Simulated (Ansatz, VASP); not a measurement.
One calculation of AlN, two programs

```
CELL_PARAMETERS angstrom
0.00000 2.07978 2.18488
2.18488 0.00000 2.18488
2.18488 2.07978 0.00000
ATOMIC_POSITIONS crystal
Al 0.00000 0.00000 0.00000
N 0.75000 0.75000 0.75000
```

Change from the starting cell: uniaxial_y strain -4.8%.

Alike in both runs: task single point; functional r2SCAN; k mesh 10 × 10 × 10; no spin polarisation.

|  | VASP | Ansatz |
| --- | --- | --- |
| version | VASP 6.6.1 | Ansatz 0.2.0 |
| potentials or method | VASP PAW PBE potentials, release 64 (Al, N) | plane waves, PAW |
| plane-wave cutoff (eV) | 520 | 500 |
| occupations | gaussian, width 0.01 eV | fixed |
| valence electrons in the cell | 8 | 8 |

```tsv
	VASP	Ansatz	Ansatz less VASP
gap on the k mesh at the Fermi level (eV)	3.70	3.71	+0.009
pressure (GPa)	10.8	11.2	+0.36
traceless stress, the component that is largest in VASP (GPa)	3.87	3.86	-0.004
```

VASP's potentials were made for PBE, not for r2SCAN.
